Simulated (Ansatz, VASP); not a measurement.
## Two plane-wave programs on Hf

```
CELL_PARAMETERS angstrom
-1.76449 1.76449 1.76449
1.76449 -1.76449 1.76449
1.76449 1.76449 -1.76449
ATOMIC_POSITIONS crystal
Hf 0.00000 0.00000 0.00000
```

Alike in both runs: functional PBE; dispersion D4; k mesh 9 × 9 × 9; occupations fermi-dirac, width 0.05 eV; no spin polarisation.

Ansatz relaxed the structure, and its values are those at the end. VASP's run is a single point on that final structure, the one shown.

```csv
,VASP,Ansatz
version,VASP 6.6.1,Ansatz 0.2.0
potentials or method,"VASP PAW PBE potentials, release 64 (Hf_pv), cutoff 520 eV","plane waves, PAW"
valence electrons in the cell,10,26
```

```tsv
	VASP	Ansatz	Ansatz less VASP
pressure (GPa)	-0.4	0.0	+0.36
```

VASP's potentials hold 10 valence electrons a cell and Ansatz's 26, so a difference there can come from the potentials and not from the codes.

Neither program's run includes spin-orbit coupling.
